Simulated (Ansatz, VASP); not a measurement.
## TiTe2 in VASP and in Ansatz

INCAR

```
  PREC = Accurate
  ENCUT = 520
  EDIFF = 1E-8
  ISMEAR = -1
  SIGMA = 0.03
  LREAL = False
  LASPH = True
  NELM = 80
  ALGO = Normal
  ISIF = 2
  LWAVE = False
  LCHARG = False
  GGA = PS
  LEFG = True
  NBANDS = 19
```

Contents of KPOINTS:

```
regular mesh
0
Gamma
  13 13 7
```

POSCAR

```
TiTe2
1.0
    3.6998976021      0.0000000000      0.0000000000
   -1.8499488010      3.2042053148      0.0000000000
    0.0000000000      0.0000000000      6.3653505344
Ti Te
1 2
Direct
    0.0000000000      0.0000000000      0.0000000000
    0.6666666667      0.3333333333      0.2628000000
    0.3333333333      0.6666666667      0.7372000000
```

Input for Ansatz:

```yaml
crystal:
  lattice:
    - [3.6998976021, 0.0, 0.0]
    - [-1.849948801, 3.2042053148, 0.0]
    - [0.0, 0.0, 6.3653505344]
  atoms:
    - { symbol: Ti, position: [0.0, 0.0, 0.0] }
    - { symbol: Te, position: [0.6666666667, 0.3333333333, 0.2628] }
    - { symbol: Te, position: [0.3333333333, 0.6666666667, 0.7372] }
kpoints:
  mp_grid: { grid: [13, 13, 7] }
scf:
  occupations: { method: fermi_dirac, width: 0.03 }
hamiltonian:
  xc: pbesol
  pseudopotentials: { kind: all_electron, datasets: crystal }
output:
  forces: true
  stress: true
  eigenvalues: true
  efg: { contact_densities: true }
```

Change from the starting cell: volume scaled by 0.94, crystal datasets.

Alike in both runs: task electric field gradients; functional PBEsol; k mesh 13 × 13 × 7; occupations fermi-dirac, width 0.03 eV; no spin polarisation.

```csv
,VASP,Ansatz
version,VASP 6.6.1,Ansatz 0.2.0
potentials or method,"VASP PAW PBE potentials, release 64 (Ti_sv, Te), cutoff 520 eV","all-electron PAW with datasets made for the crystal, scalar-relativistic"
```

Ansatz gave:

| Quantity | Value |
| --- | --- |
| pressure (GPa) | 2.0 |
| traceless stress, the component that is largest in VASP (GPa) | 1.04 |
| rms of the force components (eV/Å) | 0.210 |
| size of Vzz on the site where it differs most (V/Å²) | 62.4 |

**Question.** Estimate VASP's values.

**Answer.** Pressure (GPa): 2.0; traceless stress, the component that is largest in VASP (GPa): 1.05; rms of the force components (eV/Å): 0.220; size of Vzz on the site where it differs most (V/Å²): 58.3.

VASP's potentials were made for PBE, not for PBEsol. Atom by atom the forces differ by 0.009 eV/Å (rms over components). Ansatz ran all-electron here, and VASP with PAW potentials.

Spin-orbit coupling is off throughout.
